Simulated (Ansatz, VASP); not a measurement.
**Two plane-wave programs on RbSiPb**

```
Rb Si Pb
1.0
     4.77942    0.00000    0.00000
    -2.38971    4.13910    0.00000
     0.00000    0.00000    5.75543
Rb Si Pb
1 1 1
Direct
  0.00000 0.00000 0.00000
  0.33333 0.66667 0.50000
  0.66667 0.33333 0.50000
```

Change from the starting cell: species swapped into the NdCuGe type (P-6m2, No. 187).

Alike in both runs: functional PBE; k mesh 12 × 12 × 8; occupations gaussian, width 0.1 eV; no spin polarisation.

Ansatz relaxed the structure, and its values are those at the end. VASP's run is a single point on that final structure, the one shown.

|  | VASP | Ansatz |
| --- | --- | --- |
| version | VASP 6.6.1 | Ansatz 0.2.0 |
| potentials or method | VASP PAW PBE potentials, release 64 (Rb_sv, Si, Pb_d), cutoff 520 eV | scalar-relativistic, plane waves, PAW |
| valence electrons in the cell | 27 | 27 |

|  | VASP | Ansatz | Ansatz less VASP |
| --- | --- | --- | --- |
| gap on the k mesh at the Fermi level (eV) | none | none | - |
| pressure (GPa) | 0.0 | 0.0 | +0.02 |

A gap of «none» marks a metal or a gap that the smearing closes. With one functional, cell and mesh, what is left measures potentials, basis and numerics.

Spin-orbit coupling is off throughout.
